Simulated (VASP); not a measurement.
Here is a VASP 6.6.1 calculation.

INCAR

```
SYSTEM = Ge5Br
PREC = Accurate ; ENCUT = 600
EDIFF = 1E-6 ; ISMEAR = 0
SIGMA = 0.1 ; LREAL = .False.
LASPH = .True. ; NELM = 60
ALGO = Fast ; ISIF = 3
LWAVE = .False. ; LCHARG = .False.
GGA = PE ; IBRION = 2
NSW = 90 ; EDIFFG = -0.04
```

Contents of KPOINTS:

```
Automatic mesh
0
Gamma
  3 3 4
  0 0 0
```

The input POSCAR:

```
Ge5Br
1.0
    5.8700226700      0.0000000000      0.0000000000
   -2.9350113400      5.0835887500      0.0000000000
    0.0000000000      0.0000000000      5.3176988000
Ge Br
5 1
Direct
    0.3333333300      0.6666666700      0.5000000000
    0.0000000000      0.6884842500      0.0000000000
    0.6884842500      0.0000000000      0.0000000000
    0.3115157500      0.3115157500      0.0000000000
    0.6666666700      0.3333333300      0.5000000000
    0.0000000000      0.0000000000      0.5000000000
```

Potentials or basis: VASP PAW PBE potentials, release 64 (Ge_d, Br).

The run is started by

```bash
$ cat potpaw_PBE.64/Ge_d/POTCAR potpaw_PBE.64/Br/POTCAR > POTCAR
$ mpirun -np 1 vasp_std > vasp.out
```

**Question.** Estimate the relaxed cell.

**Answer.** a = 5.646 Å, b = 5.646 Å, c = 4.671 Å, α = 90.00°, β = 90.00°, γ = 120.00°.

**Question.** Estimate the band gap on the k mesh.

**Answer.** Zero (an odd number of electrons rules out a gap without spin polarisation).

**Question.** Predict the space group after relaxing (to 0.1 Å).

**Answer.** P-62m (No. 189).

**Question.** Estimate the relaxed volume.

**Answer.** 21.49 Å³/atom.

Final structure:
```
Ge Br
1.0
     5.64596    0.00000    0.00000
    -2.82298    4.88955    0.00000
     0.00000    0.00000    4.67090
Ge Br
5 1
Direct
  0.33333 0.66667 0.50000
  0.00000 0.57689 0.00000
  0.57689 0.00000 0.00000
  0.42311 0.42311 0.00000
  0.66667 0.33333 0.50000
  0.00000 0.00000 0.50000
```

Caveat: the k points lie up to 0.43 Å⁻¹ apart in the final cell, too coarse for converged energies and pressures of a metal; the volume moved by over 15 % at a fixed basis, so the end points are rough; an odd number of electrons without spin polarisation forces a metal; a magnetic or distorted state may lie lower.
